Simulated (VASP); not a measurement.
HBr: single point with PBEsol

Crystal: HBr.

```
H Br
1.0
     0.00000    2.75066    2.75066
     1.66757    0.00000    2.75066
     1.66757    2.75066    0.00000
H Br
1 1
Cartesian
  0.0000 0.0000 0.0000
  1.6676 2.7507 2.7507
```

```json
{"Program": "VASP 6.6.1", "Task": "single point", "Functional": "PBEsol", "Potentials or basis": "VASP PAW PBE potentials, release 64 (H, Br)", "Cutoff": "520 eV", "k mesh": "16 × 16 × 16", "Occupations": "gaussian, width 0.1 eV", "Spin": "no spin polarisation", "Dipole correction": "no", "Further INCAR settings": "ALGO = Normal; EDIFF = 1e-06; NBANDS = 11"}
```

```yaml
Pressure: 15.0 GPa
Band_gap_on_the_k_mesh: zero (bands 4 and 5 overlap by 1.87 eV)
```

Stress tensor (GPa, compression positive):
```
15.09  0.00  0.00
 0.00 14.95  0.00
 0.00  0.00 14.95
```

Levels at points of the mesh, in eV from the Fermi level:
```csv
k point,band 2,band 3,band 4,band 5,band 6,band 7
"(0.00, 0.00, 0.00)",-1.01,0.07,0.07,1.36,7.53,10.10
"(0.50, 0.00, 0.00)",-9.26,-1.86,-1.66,5.40,6.92,11.57
"(0.50, 0.50, 0.00)",-6.03,-2.15,-0.10,0.37,10.03,11.29
"(0.00, 0.50, 0.50)",-4.21,-4.21,-3.45,-1.59,4.61,17.93
```

Wall time 35 s on 1 thread of Intel(R) Xeon(R) 6975P-C (Granite Rapids), on a shared host, peak memory 0.22 GiB.

Caveat: the cell stands under pressure; the PAW data sets were made with another functional, which shifts forces and pressure a little.
